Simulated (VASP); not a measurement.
A run of VASP 6.6.1 is set up as follows.

The input INCAR:

```
PREC = Accurate
ENCUT = 600
EDIFF = 1E-7
ISMEAR = 0
SIGMA = 0.01
LREAL = False
LASPH = True
NELM = 80
ALGO = Normal
ISIF = 3
LWAVE = False
LCHARG = False
GGA = CA
IBRION = 2
NSW = 100
EDIFFG = -0.002
PSTRESS = 40.0
```

File KPOINTS:

```
regular mesh
0
Gamma
  8 8 4
```

File POSCAR:

```
ZnO
1.0
    3.1871169014      0.0000000000      0.0000000000
   -1.5935584507      2.7601242015      0.0000000000
    0.0000000000      0.0000000000      5.1524951181
Zn O
2 2
Direct
    0.3333333333      0.6666666667      0.5002882381
    0.6666666667      0.3333333333      0.0002882381
    0.6666666667      0.3333333333      0.3787217619
    0.3333333333      0.6666666667      0.8787217619
```

Potentials or basis: VASP PAW LDA potentials, release 64 (Zn, O).

The run is started by

```bash
$ cat potpaw_LDA.64/Zn/POTCAR potpaw_LDA.64/O/POTCAR > POTCAR
$ mpirun -np 1 vasp_std > vasp.out
```

(1) Predict the space group after relaxing (to 0.1 Å).

(2) Estimate the relaxed volume.

(3) Estimate the relaxed cell.

## Answers

(1) P6_3mc (No. 186).

(2) 11.14 Å³/atom.

(3) a = 3.169 Å, b = 3.169 Å, c = 5.124 Å, α = 90.00°, β = 90.00°, γ = 120.00°.

Caveat: the cell is relaxed towards a set pressure, so the run minimises the enthalpy, not the energy.
